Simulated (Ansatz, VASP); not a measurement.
One calculation of HC4, two programs

Contents of INCAR:

```
SYSTEM = HC4
PREC = Accurate
ENCUT = 520
EDIFF = 1E-6
ISMEAR = 0
SIGMA = 0.1
LREAL = .FALSE.
LASPH = .TRUE.
NELM = 120
ALGO = Normal
ISIF = 2
LWAVE = .FALSE.
LCHARG = .FALSE.
LDIPOL = .TRUE.
IDIPOL = 3
DIPOL = 0.5 0.5 0.241
GGA = PE
IVDW = 12
NBANDS = 28
GGA_COMPAT = .FALSE.
NELMDL = -8
```

The input KPOINTS:

```
Automatic mesh
0
G
  6 6 1
  0 0 0
```

The input POSCAR:

```
HC4
1.0
    4.9314379192      0.0000000000      0.0000000000
   -2.4657189596      4.2707505152      0.0000000000
    0.0000000000      0.0000000000     18.0000000000
C H
8 2
Direct
    0.1666666667      0.3333333333      0.2222222222
    0.1666666667      0.8333333333      0.2222222222
    0.6666666667      0.3333333333      0.2222222222
    0.6666666667      0.8333333333      0.2222222222
    0.3333333333      0.1666666667      0.2222222222
    0.3333333333      0.6666666667      0.2222222222
    0.8333333333      0.1666666667      0.2222222222
    0.8333333333      0.6666666667      0.2222222222
    0.1286171483      0.3713828517      0.3183333333
    0.2047161850      0.2952838150      0.3183333333
```

Input for Ansatz:

```yaml
crystal:
  lattice:
    - [4.9314379195, 0.0, 0.0]
    - [-2.4657189597, 4.2707505154, 0.0]
    - [0.0, 0.0, 18.0]
  atoms:
    - { symbol: C, position: [0.1666666667, 0.3333333333, 0.2222222222] }
    - { symbol: C, position: [0.1666666667, 0.8333333333, 0.2222222222] }
    - { symbol: C, position: [0.6666666667, 0.3333333333, 0.2222222222] }
    - { symbol: C, position: [0.6666666667, 0.8333333333, 0.2222222222] }
    - { symbol: C, position: [0.3333333333, 0.1666666667, 0.2222222222] }
    - { symbol: C, position: [0.3333333333, 0.6666666667, 0.2222222222] }
    - { symbol: C, position: [0.8333333333, 0.1666666667, 0.2222222222] }
    - { symbol: C, position: [0.8333333333, 0.6666666667, 0.2222222222] }
    - { symbol: H, position: [0.1286171483, 0.3713828517, 0.3183333333] }
    - { symbol: H, position: [0.204716185, 0.295283815, 0.3183333333] }
basis:
  ecutwfc: 420
kpoints:
  mp_grid: { grid: [6, 6, 1] }
hamiltonian:
  xc: pbe
  dispersion: d3bj
scf:
  occupations: { method: gaussian, width: 0.1 }
output:
  forces: true
  eigenvalues: true
efield:
  axis: 3
  dipole_correction: true
  ramp_width: 0.04
```

Alike in both runs: task single point; functional PBE; dispersion D3(BJ); k mesh 6 × 6 × 1; occupations gaussian, width 0.1 eV; no spin polarisation.

|  | VASP | Ansatz |
| --- | --- | --- |
| version | VASP 6.6.1 | Ansatz 0.2.0 |
| potentials or method | VASP PAW PBE potentials, release 64 (C, H), cutoff 520 eV | scalar-relativistic, plane waves, PAW |
| valence electrons in the cell | 34 | 34 |

|  | VASP | Ansatz | Ansatz less VASP |
| --- | --- | --- | --- |
| gap on the k mesh at the Fermi level (eV) | 0.24 | 0.24 | 0.000 |
| least direct gap on the mesh (eV) | 0.24 | 0.24 | 0.000 |
| rms of the force components (eV/Å) | 1.394 | 1.385 | -0.0088 |

Atom by atom the forces differ by 0.010 eV/Å (rms over components).
